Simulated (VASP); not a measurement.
Write the native input for VASP 6.6.1 that does the following.

| Item | Value |
| --- | --- |
| Task | single point |
| Functional | PBEsol |
| Potentials or basis | VASP PAW PBE potentials, release 64 (In_d, Sb) |
| Cutoff | 520 eV |
| k mesh | 12 × 12 × 12 |
| Occupations | gaussian, width 0.15 eV |
| Spin | no spin polarisation |
| Dipole correction | no |
| Further INCAR settings | ALGO = Normal; EDIFF = 1e-07; NBANDS = 16 |

The structure of InSb lies in POSCAR:

```
InSb
1.0
    0.0000000000      3.3362730000      3.2391000000
    3.3362730000      0.0000000000      3.2391000000
    3.3362730000      3.3362730000      0.0000000000
In Sb
1 1
Direct
    0.0000000000      0.0000000000      0.0000000000
    0.7500000000      0.7500000000      0.7500000000
```

This cell differs from its parent crystal: strain +0.030 along x and y, +0.000 along z.

One way to write it, as run:

INCAR

```
SYSTEM = InSb
PREC     = Accurate       ! precision mode
ENCUT    = 520            ! plane-wave cutoff, eV
EDIFF    = 1E-7           ! SCF threshold, eV
ISMEAR   = 0              ! smearing method
SIGMA    = 0.15           ! smearing width, eV
LREAL    = .FALSE.        ! projectors in reciprocal space
LASPH    = .TRUE.         ! aspherical terms in the spheres
NELM     = 80             ! most SCF steps
ALGO     = Normal         ! electronic algorithm
ISIF     = 2              ! what is computed and relaxed
LWAVE    = .FALSE.        ! write WAVECAR
LCHARG   = .TRUE.         ! write CHGCAR
GGA      = PS             ! functional
LELF     = .TRUE.         ! ELF
LVHAR    = .TRUE.       
NBANDS   = 16             ! bands
```

KPOINTS

```
regular mesh
0
G
  12 12 12
  0 0 0
```

Potentials or basis: VASP PAW PBE potentials, release 64 (In_d, Sb).

Command:

```bash
$ cat potpaw_PBE.64/In_d/POTCAR potpaw_PBE.64/Sb/POTCAR > POTCAR
$ mpirun -np 1 vasp_std > vasp.out
```

It gave:

- Pressure: -1.6 GPa

Caveat: the cell differs from its parent crystal (strain +0.030 along x and y, +0.000 along z); the PAW data sets were made with another functional, which shifts forces and pressure a little.

It took 4.6 min on 1 thread of Intel Xeon 8259CL, with other jobs on the host, peak memory 0.35 GiB.
